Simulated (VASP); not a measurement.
# Al36N36F (a cell with a defect) in VASP: notebook, part 3 of 3

VASP 6.6.1. Earlier steps stand in the parts before.

## 5. Single point, PBE

INCAR reads:

```
PREC     = Accurate       # precision mode
ENCUT    = 520            # plane-wave cutoff, eV
EDIFF    = 1E-6           # SCF threshold, eV
ISMEAR   = -1             # smearing method
SIGMA    = 0.01           # smearing width, eV
LREAL    = Auto         
LASPH    = T              # aspherical terms in the spheres
NELM     = 120            # most SCF steps
ALGO     = Normal         # electronic algorithm
ISIF     = 2              # what is computed and relaxed
LWAVE    = F              # write WAVECAR
LCHARG   = F              # write CHGCAR
GGA      = PE             # functional
NELECT   = 294.0        
NBANDS   = 190            # bands
GGA_COMPAT= F            
ISYM     = -1
```

KPOINTS reads:

```
explicit points
1
Reciprocal
  0.25000000   0.25000000   0.25000000 1
```

POSCAR reads:

```
Al36N36F
1.0
    9.3892708692      0.0000000866      0.0000000000
   -4.6946355096      8.1313470524      0.0000000000
    0.0000000000      0.0000000000     10.0348065929
Al N F
36 36 1
Direct
    0.2228570172      0.1116220211      0.2507781816
    0.1120379787      0.2220077996      0.5002574462
    0.2222806308      0.1116576555      0.7523800529
    0.1117933261      0.2226903345      1.0014084942
    0.2190221967      0.4427738365      0.2506084131
    0.1117594231      0.5564314281      0.5001532418
    0.2203113913      0.4433627350      0.7494775033
    0.1112545154      0.5555492406      1.0009711658
    0.2228893552      0.7779787913      0.2506415431
    0.1168293649      0.8919824066      0.5025257561
    0.2223360796      0.7774324733      0.7520471211
    0.1115534481      0.8894509268      1.0013558210
    0.5564621474      0.1118711998      0.2506899760
    0.4425798347      0.2175303261      0.5022211370
    0.5566996869      0.1116516187      0.7521841952
    0.4449969266      0.2228433298      1.0015711722
    0.5568301241      0.4480047224      0.2488393239
    0.4433774154      0.5551075208      0.5024494047
    0.5550198975      0.4433875484      0.7493557113
    0.4422205004      0.5545274696      0.9954035886
    0.5574061550      0.7758306987      0.2486028646
    0.4429477425      0.8917498837      0.5021205586
    0.5553297705      0.7782582529      0.7492213978
    0.4451854424      0.8890936722      1.0013648277
    0.8912042839      0.1144559200      0.2506067094
    0.7778481828      0.2217404922      0.5001769875
    0.8902784305      0.1124256246      0.7493846838
    0.7784742362      0.2222400343      1.0012598236
    0.8904688873      0.4426298392      0.2503743075
    0.7787827610      0.5552303365      0.5025495190
    0.8896387385      0.4435686672      0.7493567177
    0.7785270594      0.5550567805      0.9954139234
    0.8868676472      0.7764648968      0.2490960951
    0.7792485039      0.8900127953      0.5025273179
    0.8909996548      0.7784294354      0.7490672654
    0.7788185604      0.8900302596      0.9951360347
    0.2230523972      0.1115561651      0.4413179343
    0.1120401095      0.2224484298      0.1915922091
    0.2226102862      0.1118396087      0.9424081488
    0.1119375781      0.2217105731      0.6904509095
    0.2221039280      0.4446474893      0.4416734763
    0.1118562880      0.5557505146      0.1916383257
    0.2196007342      0.4434212173      0.9388628497
    0.1117493935      0.5562583216      0.6908558496
    0.2232297033      0.7785709061      0.4416400524
    0.1117864804      0.8887513385      0.1922787246
    0.2227468924      0.7780557280      0.9426498515
    0.1140780325      0.8898888780      0.6932994596
    0.5560139378      0.1116936513      0.4415465639
    0.4461032144      0.2238418692      0.1921059407
    0.5561611086      0.1118746238      0.9427376943
    0.4444303927      0.2207365957      0.6929748338
    0.5522097330      0.4379155596      0.4499618949
    0.4320081253      0.5497309758      0.1832689827
    0.5553046287      0.4445058100      0.9398726121
    0.4440043801      0.5551611509      0.6932354184
    0.5527072244      0.7817627742      0.4500358830
    0.4465087168      0.8891067347      0.1924683526
    0.5554624728      0.7783804211      0.9398939130
    0.4447299655      0.8899186285      0.6932490981
    0.8893774818      0.1113429688      0.4414662027
    0.7790081040      0.2223167091      0.1915760417
    0.8903368070      0.1134977362      0.9396291147
    0.7781071351      0.2217970232      0.6909263374
    0.8891647889      0.4446022692      0.4415148269
    0.7853837779      0.5502453488      0.1835996638
    0.8900526811      0.4438342845      0.9396359631
    0.7786611432      0.5550935035      0.6933881759
    0.8972936659      0.7819173353      0.4503416653
    0.7862602259      0.9015640809      0.1832319247
    0.8900884420      0.7784770377      0.9397042463
    0.7790087219      0.8893488787      0.6934052810
    0.6672572685      0.6669286981      0.3115591408
```

Command:

```bash
> cat potpaw_PBE.64/Al/POTCAR potpaw_PBE.64/N/POTCAR potpaw_PBE.64/F/POTCAR > POTCAR
> mpirun -np 1 vasp_std > vasp.out
```

It took 4.3 min on 1 thread of Intel Xeon 6975P-C (Granite Rapids), shared host; peak memory 0.8 GiB.

The run converged. Its results:

| Item | Value |
| --- | --- |
| Free energy | -543.2485 eV |
| Largest force | 0.036 eV/Å |

Forces in eV/Å, atoms in the order of the input:
```
Al   0.010  0.003  0.003
Al  -0.003 -0.006  0.003
Al  -0.003  0.006  0.007
Al   0.002 -0.003 -0.003
Al   0.008  0.000  0.008
Al  -0.005 -0.010 -0.001
Al   0.003  0.000 -0.007
Al   0.000 -0.008 -0.008
Al   0.000  0.015 -0.003
Al   0.003  0.005 -0.003
Al  -0.003 -0.004  0.003
Al  -0.004  0.001  0.002
Al  -0.009 -0.005 -0.004
Al  -0.004 -0.006 -0.002
Al  -0.002  0.004  0.000
Al  -0.007 -0.010  0.004
Al   0.007 -0.031 -0.017
Al   0.001 -0.012 -0.001
Al  -0.002 -0.001  0.002
Al   0.001 -0.005 -0.001
Al  -0.030 -0.001 -0.018
Al  -0.005 -0.004 -0.006
Al  -0.001  0.001  0.006
Al  -0.002 -0.005 -0.003
Al  -0.002  0.015  0.008
Al  -0.002  0.001  0.003
Al  -0.003 -0.001 -0.005
Al  -0.005 -0.004  0.001
Al   0.000  0.000  0.008
Al   0.002 -0.005  0.013
Al  -0.009  0.000 -0.004
Al  -0.006 -0.001 -0.009
Al   0.022  0.007 -0.015
Al  -0.008 -0.002  0.009
Al  -0.009 -0.002  0.004
Al  -0.008 -0.005 -0.006
N    0.005  0.004  0.001
N   -0.004 -0.004 -0.001
N    0.002  0.009 -0.004
N    0.000 -0.003 -0.001
N    0.008  0.012 -0.003
N   -0.008 -0.005  0.002
N    0.002  0.008  0.008
N    0.000 -0.001  0.004
N    0.003  0.005  0.005
N    0.000 -0.006  0.002
N    0.007  0.007  0.000
N    0.003 -0.002 -0.006
N   -0.001  0.005  0.005
N   -0.004 -0.006 -0.003
N    0.004  0.006 -0.001
N   -0.001 -0.002 -0.006
N   -0.005  0.006 -0.006
N   -0.018 -0.001  0.021
N    0.007  0.015  0.000
N   -0.004 -0.003 -0.004
N   -0.002  0.014 -0.002
N   -0.003 -0.005  0.001
N    0.008  0.008 -0.002
N    0.006 -0.005 -0.005
N    0.008  0.004 -0.005
N    0.002 -0.007  0.001
N    0.005  0.011  0.004
N    0.001 -0.002  0.001
N    0.006  0.003 -0.002
N    0.001 -0.007  0.011
N    0.007  0.005  0.007
N    0.004 -0.001  0.000
N    0.011  0.009 -0.011
N    0.005 -0.014  0.013
N    0.006  0.007 -0.001
N    0.005 -0.007 -0.006
F    0.005  0.015  0.015
```

Levels at points of the mesh, in eV from the Fermi level:
```csv
k point,band 144,band 145,band 146,band 147,band 148,band 149,band 150,band 151
"(0.25, 0.25, 0.25)",-0.20,-0.14,-0.07,-0.06,0.06,5.48,5.50,5.55
```

Caveat: the cell carries a net charge on a neutralising background, which shifts energy and pressure; the cell is charged against a uniform background, so pressure and absolute levels hang on convention.
